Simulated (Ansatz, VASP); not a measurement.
## Al: VASP beside Ansatz

The input POSCAR:

```
Al
1.0
   -1.6707796245      1.6707796245      1.5912186900
    1.6707796245     -1.6707796245      1.5912186900
    1.6707796245      1.6707796245     -1.5912186900
Al
1
Direct
    0.0000000000      0.0000000000      0.0000000000
```

Contents of INCAR.step1:

```
SYSTEM = Al
  PREC = Accurate
  ENCUT = 520
  ISMEAR = 0
  SIGMA = 0.15
  LREAL = .False.
  LASPH = .True.
  NELM = 60
  NBANDS = 8
  GGA = PE
  ALGO = Normal
  EDIFF = 1E-4
  LWAVE = .True.
  LCHARG = .False.
```

The input INCAR.step2:

```
SYSTEM = Al
  PREC = Accurate
  ENCUT = 520
  EDIFF = 1E-7
  ISMEAR = 0
  SIGMA = 0.15
  LREAL = .False.
  LASPH = .True.
  NELM = 60
  ALGO = Normal
  ISIF = 2
  LWAVE = .False.
  LCHARG = .False.
  METAGGA = R2SCAN
  LMIXTAU = .True.
  NBANDS = 8
  ISTART = 1
```

File KPOINTS:

```
regular mesh
0
Gamma
  20 20 20
  0 0 0
```

Input for Ansatz:

```yaml
crystal:
  lattice:
    - [-1.6707796245, 1.6707796245, 1.59121869]
    - [1.6707796245, -1.6707796245, 1.59121869]
    - [1.6707796245, 1.6707796245, -1.59121869]
  atoms:
    - { symbol: Al, position: [0.0, 0.0, 0.0] }
basis:
  ecutwfc: 500
kpoints:
  mp_grid: { grid: [20, 20, 20] }
hamiltonian:
  xc: r2scan
scf:
  occupations: { method: gaussian, width: 0.15 }
output:
  forces: true
  stress: true
  eigenvalues: true
```

Change from the starting cell: strain +0.050 along x and y, +0.000 along z, atoms carried along.

Alike in both runs: task single point; functional r2SCAN; k mesh 20 × 20 × 20; occupations gaussian, width 0.15 eV; no spin polarisation.

|  | VASP | Ansatz |
| --- | --- | --- |
| version | VASP 6.6.1 | Ansatz 0.2.0 |
| potentials or method | VASP PAW PBE potentials, release 64 (Al), cutoff 520 eV | scalar-relativistic, plane waves, PAW |
| valence electrons in the cell | 3 | 3 |

VASP gave:

| Property | Result |
| --- | --- |
| gap on the k mesh at the Fermi level (eV) | none |
| pressure (GPa) | -6.5 |
| traceless stress, the component that is largest in VASP (GPa) | -1.17 |

**Question.** What did Ansatz give for the same quantities?

**Answer.** gap on the k mesh at the Fermi level (eV): none; pressure (GPa): -6.3; traceless stress, the component that is largest in VASP (GPa): -1.17.

VASP's potentials were made for PBE, not for r2SCAN. A gap of «none» marks a metal or a gap that the smearing closes.
